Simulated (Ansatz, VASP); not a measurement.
**Te2Mo in VASP and in Ansatz**

```
Te Mo
1.0
     3.56023    0.00000    0.00000
    -1.78012    3.08325    0.00000
     0.00000    0.00000   17.52406
Te Mo
2 1
Cartesian
  0.0000 2.0555 15.7341
  0.0000 2.0555 1.7900
  0.0000 0.0000 0.0500
```

Change from the starting cell: all Mo atoms moved +0.050 Å, as atom 3 along Cartesian [0 0 1].

Alike in both runs: task single point; functional LDA; k mesh 12 × 12 × 2; occupations gaussian, width 0.05 eV; no spin polarisation.

|  | VASP | Ansatz |
| --- | --- | --- |
| version | VASP 6.6.1 | Ansatz 0.2.0 |
| potentials or method | VASP PAW LDA potentials, release 64 (Te, Mo_sv), cutoff 520 eV | scalar-relativistic, plane waves, PAW |
| valence electrons in the cell | 26 | 46 |

Ansatz gave:

* gap on the k mesh at the Fermi level (eV): 1.05
* least direct gap on the mesh (eV): 1.05
* rms of the force components (eV/Å): 0.458

Task: Which values does VASP return?

Result: gap on the k mesh at the Fermi level (eV): 1.05; least direct gap on the mesh (eV): 1.05; rms of the force components (eV/Å): 0.453.

LDA's correlation is that of Perdew and Zunger in VASP and of Perdew and Wang (1992) in Ansatz. Atom by atom the forces differ by 0.025 eV/Å (rms over components). VASP's potentials hold 26 valence electrons a cell and Ansatz's 46, so a difference there can come from the potentials and not from the codes.

Spin-orbit coupling is off throughout.
